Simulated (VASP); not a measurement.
A run of VASP 6.6.1:

File INCAR:

```
SYSTEM = Si5Ge
  ALGO = Normal
  EDIFF = 1E-6
  ENCUT = 500
  GGA = PE
  GGA_COMPAT = .False.
  ISIF = 2
  ISMEAR = 0
  LASPH = .True.
  LCHARG = .True.
  LELF = .True.
  LREAL = .False.
  LVHAR = .True.
  LWAVE = .False.
  NBANDS = 26
  NELM = 120
  PREC = Accurate
  SIGMA = 0.2
```

Contents of KPOINTS:

```
k-points
0
Gamma
  4 4 3
  0 0 0
```

POSCAR

```
Si5Ge
1.0
    2.4221535688     -3.9354105026      0.0000000000
    2.4221535688      3.9354105026      0.0000000000
    0.0000000000      0.0000000000      4.8334667555
Si Ge
5 1
Direct
    0.8343456093      0.1656543907      0.9954757387
    0.1656543907      0.8343456093      0.9954757387
    0.3276020234      0.6723979766      0.4951661059
    0.6723979766      0.3276020234      0.4951661059
    0.0000000000      0.0000000000      0.4951292738
    0.5000000000      0.5000000000      0.9946571769
```

Potentials or basis: VASP PAW PBE potentials, release 64 (Si, Ge_d).

Run with:

```console
$ cat potpaw_PBE.64/Si/POTCAR potpaw_PBE.64/Ge_d/POTCAR > POTCAR
$ mpirun -np 1 vasp_std > vasp.out
```

Hardware: 1 thread of Intel Xeon 8259CL (shared host).

Task: How long does it take, and how much memory?

Result: Wall time 29 s on 1 thread of Intel Xeon 8259CL (shared host), peak memory 0.2 GiB. Counts: scf iterations 11, k points 14.
